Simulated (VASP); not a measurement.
Here is a VASP 6.6.1 calculation.

Contents of INCAR:

```
SYSTEM = Si
PREC = Accurate
ENCUT = 520
EDIFF = 1E-7
ISMEAR = 0
SIGMA = 0.2
LREAL = .False.
LASPH = .True.
NELM = 100
ALGO = Normal
ISIF = 2
LWAVE = .False.
LCHARG = .False.
GGA = PE
NBANDS = 11
```

File KPOINTS:

```
Automatic mesh
0
Gamma
  11 11 11
  0 0 0
```

File POSCAR:

```
Si
1.0
    0.0000000000      2.7154700000      2.7154700000
    2.7154700000      0.0000000000      2.7154700000
    2.7154700000      2.7154700000      0.0000000000
Si
2
Direct
    0.5000000000      0.5000000000      0.5000000000
    0.7500000000      0.7500000000      0.7500000000
```

Potentials or basis: VASP PAW PBE potentials, release 64 (Si).

The run is started by

```console
$ cat potpaw_PBE.64/Si/POTCAR > POTCAR
$ mpirun -np 1 vasp_std > vasp.out
```

Question: Predict the band gap on the k mesh.

Answer: 0.60 eV, indirect (least direct gap 2.57 eV).

Question: What does it give for the pressure?

Answer: 1.9 GPa.

A k mesh can miss the band edges. PBE gaps usually lie below the measured ones, often by a third to a half.
